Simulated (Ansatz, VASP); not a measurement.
One calculation of KI, two programs

Contents of INCAR:

```
SYSTEM = KI
ALGO = Normal ; EDIFF = 1E-6
ENCUT = 520 ; GGA = PS
GGA_COMPAT = .False. ; ISIF = 2
ISMEAR = -1 ; LASPH = .True.
LCHARG = .False. ; LORBIT = 11
LORBMOM = .True. ; LREAL = .False.
LSORBIT = .True. ; LWAVE = .False.
MAGMOM = 0 0 0 0 0 0 ; NBANDS = 28
NELM = 150 ; PREC = Accurate
SIGMA = 0.05
```

The input KPOINTS:

```
k-points
0
Gamma
  5 5 5
  0 0 0
```

File POSCAR:

```
KI
1.0
    0.0000000000      3.5327750000      3.5327750000
    3.5327750000      0.0000000000      3.5327750000
    3.5327750000      3.5327750000      0.0000000000
I K
1 1
Direct
    0.5000000000      0.5000000000      0.5000000000
    0.0000000000      0.0000000000      0.0000000000
```

The input input.yaml:

```yaml
crystal:
  lattice:
    - [0.0, 3.532775, 3.532775]
    - [3.532775, 0.0, 3.532775]
    - [3.532775, 3.532775, 0.0]
  atoms:
    - { symbol: I, position: [0.5, 0.5, 0.5] }
    - { symbol: K, position: [0.0, 0.0, 0.0] }
kpoints:
  mp_grid: { grid: [5, 5, 5] }
  band_path:
    path:
      - [0.0, 0.0, 0.0]
      - [0.5, 0.0, 0.5]
      - [0.5, 0.25, 0.75]
      - [0.375, 0.375, 0.75]
      - [0.0, 0.0, 0.0]
      - [0.5, 0.5, 0.5]
      - [0.625, 0.25, 0.625]
      - [0.5, 0.25, 0.75]
    npoints: 6
scf:
  occupations: { method: fermi_dirac, width: 0.05 }
hamiltonian:
  xc: pbesol
  pseudopotentials: { kind: all_electron, lapw: { basis_error: 0.001 } }
magnetization:
  noncollinear: true
  spin_orbit: true
output:
  forces: true
  stress: true
  eigenvalues: true
```

Alike in both runs: functional PBEsol; k mesh 5 × 5 × 5; occupations fermi-dirac, width 0.05 eV; non-collinear spin, spin-orbit coupling.

|  | VASP | Ansatz |
| --- | --- | --- |
| version | VASP 6.6.1 | Ansatz 0.2.0 |
| potentials or method | VASP PAW PBE potentials, release 64 (I, K_sv), cutoff 520 eV | all-electron LAPW, relativistic spinors |
| task | single point | band structure |

|  | VASP | Ansatz | Ansatz less VASP |
| --- | --- | --- | --- |
| pressure (GPa) | -0.2 | -0.3 | -0.03 |

VASP's potentials were made for PBE, not for PBEsol. Ansatz ran all-electron here, and VASP with PAW potentials.
